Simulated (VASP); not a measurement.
A run of VASP 6.6.1 is set up as follows.

The input INCAR:

```
SYSTEM = Cs
PREC = Accurate
ENCUT = 520
EDIFF = 1E-6
ISMEAR = -1
SIGMA = 0.05
LREAL = .False.
LASPH = .True.
NELM = 80
ALGO = Normal
ISIF = 2
LWAVE = .False.
LCHARG = .True.
GGA = PS
LELF = .True.
LVHAR = .True.
NBANDS = 10
```

File KPOINTS:

```
Automatic mesh
0
Gamma
  5 5 5
  0 0 0
```

POSCAR

```
Cs
1.0
   -0.0789667148      3.9483357400      3.9483357400
    3.9483357400     -0.0789667148      3.9483357400
    3.8693690252      3.8693690252      0.0000000000
Cs
1
Direct
    0.0000000000      0.0000000000      0.0000000000
```

Potentials or basis: VASP PAW PBE potentials, release 64 (Cs_sv).

Launch:

```console
$ cat potpaw_PBE.64/Cs_sv/POTCAR > POTCAR
$ mpirun -np 1 vasp_std > vasp.out
```

(1) Estimate the pressure.

Results:

(1) -0.2 GPa.

Caveat: the PAW data sets were made with another functional, which shifts forces and pressure a little.
